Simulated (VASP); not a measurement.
# Sn4HO8 in VASP: single point with PBE

Aim: the single point of Sn4HO8 with PBE.

All numbers are computed with VASP 6.6.1; they aren't measurements. Logs are shortened: lines on timing, memory, paths and dates and some standing lists are left out, and cuts for length are marked.

### 1 The cell of the first run

The cell holds a slab with vacuum, 26 atoms: a = 6.701 Å, b = 6.373 Å, c = 18.404 Å, α = 90.00°, β = 90.00°, γ = 90.00°.

### 2 Single point, PBE

Contents of INCAR:

```
SYSTEM = Sn4HO8
  PREC = Accurate
  ENCUT = 520
  EDIFF = 1E-6
  ISMEAR = 0
  SIGMA = 0.05
  LREAL = Auto
  LASPH = .TRUE.
  NELM = 100
  ALGO = Normal
  ISIF = 2
  LWAVE = .FALSE.
  LCHARG = .FALSE.
  GGA = PE
  NBANDS = 124
```

Contents of KPOINTS:

```
Automatic mesh
0
G
  2 2 1
  0 0 0
```

Contents of POSCAR:

```
Sn4HO8
1.0
    6.7005440000      0.0000000000      0.0000000000
    0.0000000000      6.3730000000      0.0000000000
    0.0000000000      0.0000000000     18.4039890000
Sn O H
8 16 2
Direct
    0.0000000000      0.0000000000      0.0543360500
    0.5000000000      0.2500000000      0.0543360500
    0.5000000000      0.0000000000      0.2553497412
    0.0000009080      0.2358133596      0.2380654256
    0.0000000000      0.5000000000      0.0543360500
    0.5000000000      0.7500000000      0.0543360500
    0.5000000000      0.5000000000      0.2472179673
   -0.0000009080      0.7641866404      0.2380654256
    0.0000000000      0.0000000000      0.1616012739
    0.1935000100      0.2500000000      0.0543360500
    0.5000000000      0.0000000000      0.1247857300
    0.8064999900      0.2500000000      0.0543360500
    0.5000000000      0.0000000000      0.3617008128
    0.6973455331      0.2514804687      0.2346658421
    1.0000000000      0.0000000000      0.3095013444
    0.3026539746      0.2514818100      0.2346665146
    0.0000000000      0.5000000000      0.1706067265
    0.1935000100      0.7500000000      0.0543360500
    0.5000000000      0.5000000000      0.1247857300
    0.8064999900      0.7500000000      0.0543360500
    0.5000000000      0.5000000000      0.3548005809
    0.6973460254      0.7485181900      0.2346665146
    1.0000000000      0.5000000000      0.3325255408
    0.3026544669      0.7485195313      0.2346658421
    0.8772919680      0.5000006265      0.3628123321
    1.1227080320      0.4999993735      0.3628123321
```

Potentials or basis: VASP PAW PBE potentials, release 64 (Sn_d, O, H).

On the command line:

```bash
cat potpaw_PBE.64/Sn_d/POTCAR potpaw_PBE.64/O/POTCAR potpaw_PBE.64/H/POTCAR > POTCAR
mpirun -np 1 vasp_std > vasp.out
```

OUTCAR:

```text
SYSTEM = Sn4HO8
   PREC = Accurate
   ENCUT = 520
   EDIFF = 1E-6
   ISMEAR = 0
   LREAL = Auto
   LASPH = .TRUE.
   NELM = 100
   ISIF = 2
   GGA = PE

 ion  position               nearest neighbor table
   1  0.000  0.000  0.054-   9 1.97  10 2.05  12 2.05  18 2.05  20 2.05   5 3.19   5 3.19   4 3.70
                             8 3.70   6 3.71   2 3.71   2 3.71   6 3.71
   2  0.500  0.250  0.054-  10 2.05  12 2.05  11 2.05  19 2.05   6 3.19   6 3.19   1 3.71   5 3.71
                             1 3.71   5 3.71
   3  0.500  0.000  0.255-  13 1.96  14 2.11  24 2.11  22 2.11  16 2.11  11 2.40   7 3.19   7 3.19
                             8 3.69   4 3.69   4 3.69   8 3.69
   4  0.000  0.236  0.238-  15 2.00  16 2.03  14 2.03   9 2.06  17 2.09  23 2.42   8 3.01   8 3.37
                             3 3.69   3 3.69   1 3.70   7 3.75   7 3.75
   5  0.000  0.500  0.054-  10 2.05  12 2.05  18 2.05  20 2.05  17 2.14   1 3.19   1 3.19   2 3.71
                             6 3.71   2 3.71   6 3.71
   6  0.500  0.750  0.054-  18 2.05  20 2.05  19 2.05  11 2.05   2 3.19   2 3.19   5 3.71   1 3.71
                             1 3.71   5 3.71
   7  0.500  0.500  0.247-  21 1.98  16 2.08  22 2.08  14 2.08  24 2.08  19 2.25   3 3.19   3 3.19
                             8 3.75   4 3.75   4 3.75   8 3.75
   8  1.000  0.764  0.238-  15 2.00  22 2.03  24 2.03   9 2.06  17 2.09  23 2.42   4 3.01   4 3.37
                             3 3.69   3 3.69   1 3.70   7 3.75   7 3.75
   9  0.000  0.000  0.162-   1 1.97   4 2.06   8 2.06
  10  0.194  0.250  0.054-   2 2.05   1 2.05   5 2.05
  11  0.500  0.000  0.125-   2 2.05   6 2.05   3 2.40
  12  0.806  0.250  0.054-   2 2.05   1 2.05   5 2.05
  13  0.500  0.000  0.362-   3 1.96
  14  0.697  0.251  0.235-   4 2.03   7 2.08   3 2.11
  15  0.000  0.000  0.310-   4 2.00   8 2.00
  16  0.303  0.251  0.235-   4 2.03   7 2.08   3 2.11
  17  0.000  0.500  0.171-   4 2.09   8 2.09   5 2.14
  18  0.194  0.750  0.054-   6 2.05   5 2.05   1 2.05
  19  0.500  0.500  0.125-   2 2.05   6 2.05   7 2.25
  20  0.806  0.750  0.054-   6 2.05   5 2.05   1 2.05
  21  0.500  0.500  0.355-   7 1.98
  22  0.697  0.749  0.235-   8 2.03   7 2.08   3 2.11
  23  0.000  0.500  0.333-  25 0.99  26 0.99   4 2.42   8 2.42
  24  0.303  0.749  0.235-   8 2.03   7 2.08   3 2.11
  25  0.877  0.500  0.363-  23 0.99
  26  0.123  0.500  0.363-  23 0.99

  LATTYP: Found a simple orthorhombic cell.
 ALAT       =     6.3730000000
 B/A-ratio  =     1.0513955751
 C/A-ratio  =     2.8878062137

  Lattice vectors:

 A1 = (   0.0000000000,  -6.3730000000,   0.0000000000)
 A2 = (   6.7005440000,   0.0000000000,   0.0000000000)
 A3 = (   0.0000000000,   0.0000000000,  18.4039890000)

Analysis of symmetry for initial positions (statically):
=====================================================================
 Subroutine PRICEL returns:
 Original cell was already a primitive cell.

[... 161 lines left out ...]
   EMIN   =  10.00;   EMAX   =-10.00  energy-range for DOS
   EFERMI =   0.00;   METHOD = LEGACY
   ISMEAR =     0;   SIGMA  =   0.05  broadening in eV -4-tet -1-fermi 0-gaus
   EFERMI_NEDOS =   21; number of points for ismear=-14 and -15
   IALGO  =     38    algorithm
   IMIX   =      4    mixing-type and parameters
     AMIX     =   0.40;   BMIX     =  1.00
     AMIX_MAG =   1.60;   BMIX_MAG =  1.00
  volume/ion in A,a.u.               =      30.23       203.98
  Fermi-wavevector in a.u.,A,eV,Ry     =   1.054450  1.992621 15.127836  1.111865
  Thomas-Fermi vector in A             =   2.189611
   LORBIT       =      0    0 simple, 1 ext, 2 COOP (PROOUT), +10 PAW based schemes
   GGA     = PE    functional components
   LHFCALC =     F    Hartree Fock is set to
   AEXX    =    0.0000 exact exchange contribution
   IVDW    =     0    specifies the selected vdW correction
   LEPSILON=     F    determine dielectric tensor
   LRPA    =     F    only Hartree local field effects (RPA)
 non-spin polarized calculation
 Gauss-broadening in eV      SIGMA  =   0.05
  energy-cutoff  :      520.00
  volume of cell :      785.90
 maximum number of plane-waves:     21232
 NGX is ok and might be reduce to    50
   NGX = 25   NGY = 23   NGZ = 69

 number of electron     210.0000017 magnetization

 Free energy of the ion-electron system (eV)
  ---------------------------------------------------
  ext. energy  EPLUGINS =         0.00000000
  ---------------------------------------------------
  free energy    TOTEN  =      -144.76497712 eV

  energy without entropy =     -144.74362226  energy(sigma->0) =     -144.75429969

 E-fermi :  -0.7432     XC(G=0):  -5.1071

 val. band max:       -0.7508106794   @ k =   0.0000   0.0000   0.0000
 cond. band min:      -0.4609667545   @ k =   0.0000   0.0000   0.0000
 fundamental gap:      0.2898439249
 Fermi energy:        -0.7432305071

 k-point     1 :       0.0000    0.0000    0.0000
  band No.  band energies     occupation
      1     -23.8026      2.00000
      2     -23.7572      2.00000
      3     -23.2158      2.00000
      4     -23.0546      2.00000
      5     -22.9769      2.00000
      6     -22.9679      2.00000
[... 469 lines left out ...]
    116       4.2929      0.00000
    117       4.6949      0.00000
 [bands above 117 left out]

------------------------ aborting loop because EDIFF is reached ----------------------------------------

  FORCE on cell =-STRESS in cart. coord.  units (eV):
  Direction    XX          YY          ZZ          XY          YZ          ZX
  --------------------------------------------------------------------------------------
  -------------------------------------------------------------------------------------
  Total       26.8853420     17.8310755      0.1143152      0.0000000      0.0000000      0.0000000
  in kB       54.8100502     36.3514865      0.2330497      0.0000000      0.0000000      0.0000000
  external PRESSURE =      30.4648622 kB  Pullay stress =       0.0000000 kB

 VOLUME and BASIS-vectors are now :
 -----------------------------------------------------------------------------
  energy-cutoff  :      520.00
  volume of cell :      785.90
      direct lattice vectors                 reciprocal lattice vectors
     6.700544000  0.000000000  0.000000000     0.149241614  0.000000000  0.000000000
     0.000000000  6.373000000  0.000000000     0.000000000  0.156911972  0.000000000
     0.000000000  0.000000000 18.403989000     0.000000000  0.000000000  0.054336046

 POSITION                                       TOTAL-FORCE (eV/Angst)
 -----------------------------------------------------------------------------------
      0.00000      0.00000      1.00000         0.000000     -0.000000      1.142309
      3.35027      1.59325      1.00000         0.000000     -0.004586      0.676013
      3.35027      0.00000      4.69945         0.000000     -0.000000     -0.105745
      0.00001      1.50284      4.38135         0.000000      0.045488     -0.017112
      0.00000      3.18650      1.00000         0.000000     -0.000000      2.439900
      3.35027      4.77975      1.00000         0.000000      0.004586      0.676013
[... 18 lines left out ...]
      5.87833      3.18650      6.67719        -0.070035     -0.000000      0.009513
      0.82221      3.18650      6.67719         0.070035     -0.000000      0.009513
 -----------------------------------------------------------------------------------
    total drift:                                0.000000     -0.000000      0.002005

  FREE ENERGIE OF THE ION-ELECTRON SYSTEM (eV)
  ---------------------------------------------------
  free  energy   TOTEN  =      -144.7649771156 eV

  energy  without entropy=     -144.7436222582  energy(sigma->0) =     -144.75429969
```

stdout:

```text
POSCAR found type information on POSCAR SnO H
 POSCAR found :  3 types and      26 ions
 scaLAPACK will be used
 LDA part: xc-table for (Slater+PW92), standard interpolation
 POSCAR, INCAR and KPOINTS ok, starting setup
 FFT: planning ... GRIDC
 FFT: planning ... GRID_SOFT
 FFT: planning ... GRID
 WAVECAR not read
 entering main loop
```

Wall time 12 min (1 thread of Intel Xeon 6975P-C (Granite Rapids), shared host); peak memory 0.79 GiB.

What came out:

```
Free energy            : -144.7650 eV
Largest force          : 2.440 eV/Å
Band gap on the k mesh : zero (band 105 reaches -0.46 eV, above the bottom of band 106 at -0.78 eV)
```

Forces in eV/Å, atoms in the order of the input:
```
Sn   0.000  0.000  1.142
Sn   0.000 -0.005  0.676
Sn   0.000  0.000 -0.106
Sn   0.000  0.045 -0.017
Sn   0.000  0.000  2.440
Sn   0.000  0.005  0.676
Sn   0.000  0.000 -0.080
Sn   0.000 -0.045 -0.017
O    0.000  0.000  0.004
O   -0.857  0.173 -1.216
O    0.000  0.000 -0.143
O    0.857  0.173 -1.216
O    0.000  0.000  0.130
O   -0.007  0.006 -0.013
O    0.000  0.000  0.130
O    0.007  0.006 -0.013
O    0.000  0.000  0.023
O   -0.857 -0.173 -1.216
O    0.000  0.000 -0.052
O    0.857 -0.173 -1.216
O    0.000  0.000  0.107
O   -0.007 -0.006 -0.013
O    0.000  0.000 -0.016
O    0.007 -0.006 -0.013
H   -0.070  0.000  0.010
H    0.070  0.000  0.010
```

Levels at points of the mesh, in eV from the Fermi level:
```csv
k point,band 101,band 102,band 103,band 104,band 105,band 106,band 107,band 108,band 109,band 110
"(0.00, 0.00, 0.00)",-0.83,-0.74,-0.26,-0.01,0.28,0.30,0.48,1.05,1.54,2.21
"(0.50, 0.00, 0.00)",-0.74,-0.59,-0.39,-0.09,-0.06,0.30,1.10,1.30,2.33,2.63
"(0.00, 0.50, 0.00)",-0.66,-0.62,-0.30,-0.26,-0.24,-0.04,0.94,0.98,2.67,2.70
"(0.50, 0.50, 0.00)",-0.33,-0.29,-0.25,-0.12,-0.06,-0.01,0.61,0.67,3.35,3.75
```

Caveat: the k points lie up to 0.49 Å⁻¹ apart; spin-orbit coupling is left out, which moves the levels of the heavy elements.
